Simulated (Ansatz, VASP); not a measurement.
This is a calculation of TePb for VASP 6.6.1.

The input INCAR:

```
ALGO     = Normal         # electronic algorithm
EDIFF    = 1E-6           # SCF threshold, eV
EDIFFG   = -0.02          # ionic threshold
ENCUT    = 600            # plane-wave cutoff, eV
GGA      = RP             # functional
IBRION   = 2              # ionic algorithm
ISIF     = 3              # what is computed and relaxed
ISMEAR   = -1             # smearing method
LASPH    = True           # aspherical terms in the spheres
LCHARG   = False          # write CHGCAR
LREAL    = False          # projectors in reciprocal space
LWAVE    = False          # write WAVECAR
NELM     = 60             # most SCF steps
NSW      = 80             # ionic steps
PREC     = Accurate       # precision mode
SIGMA    = 0.05           # smearing width, eV
```

The input KPOINTS:

```
k-points
0
Gamma
  7 7 7
```

Contents of POSCAR:

```
TePb
1.0
    0.0000000000      3.2310000000      3.2310000000
    3.2310000000      0.0000000000      3.2310000000
    3.2310000000      3.2310000000      0.0000000000
Pb Te
1 1
Direct
    0.0000000000      0.0000000000      0.0000000000
    0.5000000000      0.5000000000      0.5000000000
```

Potentials or basis: VASP PAW PBE potentials, release 64 (Pb_d, Te).

Command:

```console
$ cat potpaw_PBE.64/Pb_d/POTCAR potpaw_PBE.64/Te/POTCAR > POTCAR
$ mpirun -np 1 vasp_std > vasp.out
```

Question: Set up the same calculation for Ansatz 0.2.0. Potentials there: all-electron LAPW, scalar-relativistic.

Answer: As run (the cutoff follows the program's own potentials):

input.yaml

```yaml
crystal:
  lattice:
    - [0.0, 3.231, 3.231]
    - [3.231, 0.0, 3.231]
    - [3.231, 3.231, 0.0]
  atoms:
    - { symbol: Pb, position: [0.0, 0.0, 0.0] }
    - { symbol: Te, position: [0.5, 0.5, 0.5] }
kpoints:
  mp_grid: { grid: [7, 7, 7] }
scf:
  occupations: { method: fermi_dirac, width: 0.05 }
hamiltonian:
  xc: rpbe
  pseudopotentials: { kind: all_electron, lapw: { basis_error: 0.001 } }
output:
  forces: true
  stress: true
relax:
  f_tol: 0.02
  max_steps: 60
  cell: {}
```

Potentials or basis: all-electron LAPW, scalar-relativistic.

Run with:

```console
$ ansatz run input.yaml --threads 1 --pin off --max-ram 3072MiB --backend cpu --events-out ev --progress --plain --runs-dir out
```

Both were run:

|  | VASP | Ansatz | Ansatz less VASP |
| --- | --- | --- | --- |
| relaxed volume (Å³/atom) | 36.79 | 36.85 | +0.056 |
| relaxed cell length with the largest relative difference (Å) | 4.704 | 4.706 | +0.0024 |

VASP's potentials were made for PBE, not for RPBE. Ansatz ran all-electron here, and VASP with PAW potentials.

Neither program's run includes spin-orbit coupling.
